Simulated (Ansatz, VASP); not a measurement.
## TaN in VASP and in Ansatz

INCAR

```
  PREC = Accurate
  ENCUT = 520
  EDIFF = 1E-6
  ISMEAR = -1
  SIGMA = 0.02
  LREAL = False
  LASPH = True
  NELM = 100
  ALGO = Normal
  ISIF = 2
  LWAVE = False
  LCHARG = False
  NBANDS = 15
```

KPOINTS

```
regular mesh
0
Gamma
  9 9 9
```

The input POSCAR:

```
TaN
1.0
    0.0000000000      2.1790000000      2.1790000000
    2.1790000000      0.0000000000      2.1790000000
    2.1790000000      2.1790000000      0.0000000000
Ta N
1 1
Direct
    0.5000000000      0.5000000000      0.5000000000
    0.0000000000      0.0000000000      0.0000000000
```

Input for Ansatz:

```yaml
crystal:
  lattice:
    - [0.0, 2.179, 2.179]
    - [2.179, 0.0, 2.179]
    - [2.179, 2.179, 0.0]
  atoms:
    - { symbol: Ta, position: [0.5, 0.5, 0.5] }
    - { symbol: "N", position: [0.0, 0.0, 0.0] }
kpoints:
  mp_grid: { grid: [9, 9, 9] }
  band_path:
    path:
      - [0.0, 0.0, 0.0]
      - [0.5, 0.0, 0.5]
      - [0.625, 0.25, 0.625]
      - [0.375, 0.375, 0.75]
      - [0.0, 0.0, 0.0]
      - [0.5, 0.5, 0.5]
      - [0.5, 0.25, 0.75]
      - [0.5, 0.0, 0.5]
    npoints: 5
scf:
  occupations: { method: fermi_dirac, width: 0.02 }
hamiltonian:
  xc: lda
  pseudopotentials: { kind: all_electron, lapw: { basis_error: 0.0005 } }
output:
  forces: true
  stress: true
  eigenvalues: true
```

Alike in both runs: task single point; functional LDA; k mesh 9 × 9 × 9; occupations fermi-dirac, width 0.02 eV; no spin polarisation.

|  | VASP | Ansatz |
| --- | --- | --- |
| version | VASP 6.6.1 | Ansatz 0.2.0 |
| potentials or method | VASP PAW LDA potentials, release 64 (Ta_pv, N), cutoff 520 eV | all-electron LAPW, scalar-relativistic |

|  | VASP | Ansatz | Ansatz less VASP |
| --- | --- | --- | --- |
| pressure (GPa) | -0.6 | -2.6 | -2.08 |

LDA's correlation is that of Perdew and Zunger in VASP and of Perdew and Wang (1992) in Ansatz. Ansatz ran all-electron here, and VASP with PAW potentials.

Neither program's run includes spin-orbit coupling.
